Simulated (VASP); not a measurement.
# S (R-3m) in VASP: a series of runs

S is run at these levels: PBE; tasks: single point, relaxation of cell and atoms.

Program: VASP 6.6.1. These are calculated values, not measurements. Logs are shortened: lines on timing, memory, paths and dates and some standing lists are left out, and cuts for length are marked.

## (1) The cell of the first run

The typed cell holds 2 atoms: a = 3.621 Å, b = 3.621 Å, c = 3.621 Å, α = 59.96°, β = 59.96°, γ = 59.96°.

This isn't the form of S at room conditions, which is orthorhombic, of S8 rings.

## (2) Single point, PBE

Input file INCAR:

```
SYSTEM = S
PREC = Accurate
ENCUT = 520
EDIFF = 1E-6
ISMEAR = -1
SIGMA = 0.08
LREAL = .FALSE.
LASPH = .TRUE.
NELM = 100
ALGO = Normal
ISIF = 2
LWAVE = .FALSE.
LCHARG = .FALSE.
GGA = PE
NBANDS = 13
```

Input file KPOINTS:

```
regular mesh
0
G
  13 13 13
  0 0 0
```

Input file POSCAR:

```
S
1.0
    1.8091576447     -1.0445176532      2.9573359138
    0.0000000000      2.0890353063      2.9573359138
   -1.8091576447     -1.0445176532      2.9573359138
S
2
Direct
    0.2499998923      0.2499998923      0.2499998923
   -0.2499998923     -0.2499998923     -0.2499998923
```

Potentials or basis: VASP PAW PBE potentials, release 64 (S).

Run with:

```
cat potpaw_PBE.64/S/POTCAR > POTCAR
mpirun -np 1 vasp_std > vasp.out
```

OUTCAR:

```text
SYSTEM = S
   PREC = Accurate
   ENCUT = 520
   EDIFF = 1E-6
   ISMEAR = -1
   LREAL = .FALSE.
   LASPH = .TRUE.
   NELM = 100
   ISIF = 2
   GGA = PE

 ion  position               nearest neighbor table
   1  0.250  0.250  0.250-   2 2.56   2 2.56   2 2.56   2 2.56   2 2.56   2 2.56
   2  0.750  0.750  0.750-   1 2.56   1 2.56   1 2.56   1 2.56   1 2.56   1 2.56

  LATTYP: Found a trigonal (rhomboedric) cell.
 ALAT       =     3.6207601713
 COS(alpha) =     0.5006750120

  Lattice vectors:

 A1 = (   1.8091576447,  -1.0445176532,   2.9573359138)
 A2 = (   0.0000000000,   2.0890353063,   2.9573359138)
 A3 = (  -1.8091576447,  -1.0445176532,   2.9573359138)

Analysis of symmetry for initial positions (statically):
=====================================================================
 Subroutine PRICEL returns following result:

  LATTYP: Found a trigonal (rhomboedric) cell.
 ALAT       =     2.5593987158
 COS(alpha) =     0.0006746058

  Lattice vectors:

 A1 = (  -1.8091576447,  -1.0445176531,  -1.4786660459)
 A2 = (   0.0000000000,   2.0890353064,  -1.4786660459)
 A3 = (   1.8091576447,  -1.0445176532,  -1.4786698679)

   2 primitive cells build up your supercell.

 Routine SETGRP: Setting up the symmetry group for a
 trigonal (rhombohedral) supercell.

 Subroutine GETGRP returns: Found 12 space group operations
 (whereof 12 operations were pure point group operations)
 out of a pool of 12 trial point group operations.

The static configuration has the point symmetry D_3d.

Analysis of symmetry for dynamics (positions and initial velocities):
=====================================================================
 Subroutine PRICEL returns following result:

  LATTYP: Found a trigonal (rhomboedric) cell.
 ALAT       =     2.5593987158
 COS(alpha) =     0.0006746058

  Lattice vectors:

 A1 = (  -1.8091576447,  -1.0445176531,  -1.4786660459)
 A2 = (   0.0000000000,   2.0890353064,  -1.4786660459)
 A3 = (   1.8091576447,  -1.0445176532,  -1.4786698679)

   2 primitive cells build up your supercell.

 Routine SETGRP: Setting up the symmetry group for a
 trigonal (rhombohedral) supercell.

 Subroutine GETGRP returns: Found 12 space group operations
 (whereof 12 operations were pure point group operations)
 out of a pool of 12 trial point group operations.

The dynamic configuration has the point symmetry D_3d.

 Subroutine INISYM returns: Found 12 space group operations
 (whereof 12 operations are pure point group operations),
 and found     2 'primitive' translations

----------------------------------------------------------------------------------------

                                     Primitive cell

  volume of cell :      16.7654

  direct lattice vectors                    reciprocal lattice vectors
    -1.809157645 -1.044517653 -1.478666046    -0.276371953 -0.159563146 -0.225428214
     0.000000000  2.089035306 -1.478666046    -0.000000238  0.319126705 -0.225428214
     1.809157645 -1.044517653 -1.478669868     0.276371476 -0.159563146 -0.225428214

  length of vectors
     2.559398716  2.559398716  2.559400924     0.390716948  0.390716948  0.390716611

  position of ions in fractional coordinates (direct lattice)
     0.500000000  0.500000000  0.500000000

  ion indices of the primitive-cell ions
   primitive index   ion index
                 1           1

----------------------------------------------------------------------------------------

 KPOINTS: regular mesh

Automatic generation of k-mesh.
 Grid dimensions read from file:
 generate k-points for:   13   13   13

 Generating k-lattice:

  Cartesian coordinates                     Fractional coordinates (reciprocal lattice)
     0.021259363 -0.012274099  0.008670312     0.076923077 -0.000000000  0.000000000
     0.000000000  0.024548197  0.008670312    -0.000000000  0.076923077 -0.000000000
    -0.021259363 -0.012274099  0.008670312     0.000000000 -0.000000000  0.076923077

  Length of vectors
     0.026034368  0.026034368  0.026034368

  Shift w.r.t. Gamma in fractional coordinates (k-lattice)
     0.000000000  0.000000000  0.000000000

 Subroutine IBZKPT returns following result:
 ===========================================

 Found    231 irreducible k-points:

 Following reciprocal coordinates:
            Coordinates               Weight
  0.000000  0.000000  0.000000      1.000000
  0.076923  0.000000  0.000000      6.000000
  0.153846  0.000000 -0.000000      6.000000
  0.230769 -0.000000  0.000000      6.000000
  0.307692  0.000000 -0.000000      6.000000
  0.384615  0.000000  0.000000      6.000000
[... 16 lines left out ...]
  0.384615  0.153846  0.000000     12.000000
  0.461538  0.153846  0.000000     12.000000
 [... further k-points ...]
   k-points           NKPTS =    231   k-points in BZ     NKDIM =    231   number of bands    NBANDS=     13
   number of dos      NEDOS =    301   number of ions     NIONS =      2
   total plane-waves  NPLWV =  21952
   dimension x,y,z NGX =    28 NGY =   28 NGZ =   28
   dimension x,y,z NGXF=    56 NGYF=   56 NGZF=   56
   ions per type =               2
   NGX,Y,Z   is equivalent  to a cutoff of  12.86, 12.86, 12.86 a.u.
   NGXF,Y,Z  is equivalent  to a cutoff of  25.71, 25.71, 25.71 a.u.
 SYSTEM =  S
   PREC   = accura    normal or accurate (medium, high low for compatibility)
   ISTART =      0    job   : 0-new  1-cont  2-samecut
   ICHARG =      2    charge: 1-file 2-atom 10-const
   ISPIN  =      1    spin polarized calculation?
   LNONCOLLINEAR =      F non collinear calculations
   LSORBIT =      F    spin-orbit coupling
   LASPH  =      T    aspherical Exc in radial PAW
   ENCUT  =  520.0 eV  38.22 Ry    6.18 a.u.   6.73  6.73  6.73*2*pi/ulx,y,z
   NELM   =    100;   NELMIN=  2; NELMDL= -5     # of ELM steps
   EDIFF  = 0.1E-05   stopping-criterion for ELM
   LREAL  =      F    real-space projection
   EDIFFG = 0.1E-04   stopping-criterion for IOM
   NSW    =      0    number of steps for IOM
   IBRION =     -1    ionic relax: 0-MD 1-quasi-New 2-CG
   NFREE  =      0    steps in history (QN), initial steepest desc. (CG)
   ISIF   =      2    stress and relaxation
   ISYM   =      2    0-nonsym 1-usesym 2-fastsym
   POTIM  = 0.5000    time-step for ionic-motion
   TEBEG  =    0.0;   TEEND  =   0.0 temperature during run
   PSTRESS=    0.0 pullay stress
   NELECT =      12.0000    total number of electrons
   NUPDOWN=      -1.0000    fix difference up-down
   EMIN   =  10.00;   EMAX   =-10.00  energy-range for DOS
   EFERMI =   0.00;   METHOD = LEGACY
   ISMEAR =    -1;   SIGMA  =   0.08  broadening in eV -4-tet -1-fermi 0-gaus
   EFERMI_NEDOS =   21; number of points for ismear=-14 and -15
   IALGO  =     38    algorithm
   IMIX   =      4    mixing-type and parameters
     AMIX     =   0.40;   BMIX     =  1.00
     AMIX_MAG =   1.60;   BMIX_MAG =  1.00
  volume/ion in A,a.u.               =      16.77       113.14
  Fermi-wavevector in a.u.,A,eV,Ry     =   1.162306  2.196440 18.380867  1.350956
  Thomas-Fermi vector in A             =   2.298869
   LORBIT       =      0    0 simple, 1 ext, 2 COOP (PROOUT), +10 PAW based schemes
   GGA     = PE    functional components
[... 5 lines left out ...]
 non-spin polarized calculation
  energy-cutoff  :      520.00
  volume of cell :       33.53
 maximum number of plane-waves:       920
   NGX = 13   NGY = 13   NGZ = 13

 number of electron      11.9999997 magnetization

 Free energy of the ion-electron system (eV)
  ---------------------------------------------------
  ext. energy  EPLUGINS =         0.00000000
  ---------------------------------------------------
  free energy    TOTEN  =        -7.02548138 eV

  energy without entropy =       -7.00827996  energy(sigma->0) =       -7.01688067

 E-fermi :   7.3422     XC(G=0): -10.6784

 val. band max:        7.3294488699   @ k =   0.3077   0.3077   0.2308
 cond. band min:       7.3740174918   @ k =  -0.0769   0.2308   0.0769
 fundamental gap:      0.0445686218
 Fermi energy:         7.3421774749

 k-point     1 :       0.0000    0.0000    0.0000
  band No.  band energies     occupation
      1      -9.8848      2.00000
      2      -1.1257      2.00000
      3       3.4411      2.00000
      4       3.4536      2.00000
      5       3.4536      2.00000
      6       8.8571      0.00000
      7       8.8571      0.00000
      8       8.8632      0.00000
      9      12.9811      0.00000
     10      12.9968      0.00000
     11      12.9968      0.00000
     12      14.6322      0.00000
     13      14.6322      0.00000

 k-point     2 :       0.0769    0.0000    0.0000
  band No.  band energies     occupation
      1      -9.8043      2.00000
      2      -1.3985      2.00000
      3       3.4560      2.00000
      4       3.4670      2.00000
      5       3.5890      2.00000
      6       8.5574      0.00000
      7       8.5620      0.00000
      8       8.6793      0.00000
      9      13.0201      0.00000
     10      13.1486      0.00000
     11      13.1626      0.00000
     12      15.0730      0.00000
     13      15.0737      0.00000

 k-point     3 :       0.1538    0.0000   -0.0000
  band No.  band energies     occupation
      1      -9.5639      2.00000
      2      -2.1054      2.00000
      3       3.5037      2.00000
      4       3.5139      2.00000
      5       3.9050      2.00000
      6       7.8550      0.00328
      7       7.8579      0.00317
      8       8.2140      0.00004
      9      13.1800      0.00000
     10      13.6381      0.00000
     11      13.6528      0.00000
     12      16.1956      0.00000
     13      16.1976      0.00000

 k-point     4 :       0.2308   -0.0000    0.0000
  band No.  band energies     occupation
      1      -9.1666      2.00000
      2      -3.0535      2.00000
      3       3.6025      2.00000
      4       3.6117      2.00000
      5       4.2625      2.00000
      6       7.0292      1.96078
      7       7.0303      1.96026
      8       7.6013      0.07547
      9      13.6064      0.00000
     10      14.4314      0.00000
     11      14.4469      0.00000
     12      17.7105      0.00000
     13      17.7136      0.00000

 k-point     5 :       0.3077    0.0000   -0.0000
  band No.  band energies     occupation
      1      -8.6183      2.00000
      2      -4.1020      2.00000
      3       3.7739      2.00000
      4       3.7819      2.00000
      5       4.6095      2.00000
      6       6.2260      2.00000
      7       6.2266      2.00000
      8       6.9564      1.98403
      9      14.3511      0.00000
     10      15.5017      0.00000
     11      15.5181      0.00000
     12      19.4485      0.00000
     13      19.4519      0.00000
[... 257 lines left out ...]
 k-point    22 :       0.3077    0.1538    0.0000
  band No.  band energies     occupation
      1      -8.7435      2.00000
      2      -3.4994      2.00000
      3       2.6124      2.00000
      4       2.7841      2.00000
      5       3.8321      2.00000
      6       6.6172      1.99977
      7       8.4210      0.00000
      8       8.7088      0.00000
      9      12.0214      0.00000
     10      16.2310      0.00000
     11      16.4402      0.00000
     12      16.8269      0.00000
     13      18.5917      0.00000

 k-point    23 :       0.3846    0.1538    0.0000
  band No.  band energies     occupation
      1      -8.1682      2.00000
      2      -4.4213      2.00000
      3       2.6637      2.00000
      4       2.9501      2.00000
      5       3.0574      2.00000
      6       7.1782      1.77193
      7       7.7249      0.01659
      8       8.1999      0.00004
      9      12.6975      0.00000
     10      17.3249      0.00000
     11      17.7368      0.00000
     12      18.4202      0.00000
     13      19.2021      0.00000

 k-point    24 :       0.4615    0.1538    0.0000
  band No.  band energies     occupation
      1      -7.4655      2.00000
      2      -5.3819      2.00000
      3       2.4425      2.00000
      4       2.8516      2.00000
      5       3.2278      2.00000
      6       7.0280      1.96135
      7       7.6552      0.03919
      8       7.6968      0.02348
      9      13.7384      0.00000
     10      18.2589      0.00000
     11      18.5750      0.00000
     12      19.2245      0.00000
     13      19.8212      0.00000

 [... further k-points ...]

------------------------ aborting loop because EDIFF is reached ----------------------------------------

  FORCE on cell =-STRESS in cart. coord.  units (eV):
  Direction    XX          YY          ZZ          XY          YZ          ZX
  --------------------------------------------------------------------------------------
  -------------------------------------------------------------------------------------
  Total        0.4519358      0.4519358      0.4456888      0.0000000     -0.0000000      0.0000000
  in kB       21.5945054     21.5945054     21.2960086      0.0000000     -0.0000000      0.0000000
  external PRESSURE =      21.4950064 kB  Pullay stress =       0.0000000 kB

 VOLUME and BASIS-vectors are now :
 -----------------------------------------------------------------------------
  energy-cutoff  :      520.00
  volume of cell :       33.53
      direct lattice vectors                 reciprocal lattice vectors
     1.809157645 -1.044517653  2.957335914     0.276371714 -0.159563284  0.112714059
     0.000000000  2.089035306  2.957335914     0.000000000  0.319126567  0.112714059
    -1.809157645 -1.044517653  2.957335914    -0.276371714 -0.159563284  0.112714059

 POSITION                                       TOTAL-FORCE (eV/Angst)
 -----------------------------------------------------------------------------------
      0.00000     -0.00000      2.21800         0.000000      0.000000     -0.000000
      0.00000     -0.00000      6.65401         0.000000      0.000000      0.000000
 -----------------------------------------------------------------------------------
    total drift:                               -0.000000      0.000000     -0.000000

  FREE ENERGIE OF THE ION-ELECTRON SYSTEM (eV)
  ---------------------------------------------------
  free  energy   TOTEN  =        -7.0254813850 eV

  energy  without entropy=       -7.0082799610  energy(sigma->0) =       -7.01688067
```

Wall time 77 s (1 thread of Intel Xeon Platinum 8259CL at 2.50GHz (Skylake/Cascade Lake), shared host); peak memory 0.2 GiB.

Results:

```yaml
Free_energy: -7.0255 eV
Pressure: 2.1 GPa
Band_gap_on_the_k_mesh: zero (bands 6 and 7 overlap by 4.74 eV)
```

(Part 1 of 2 ends here.)
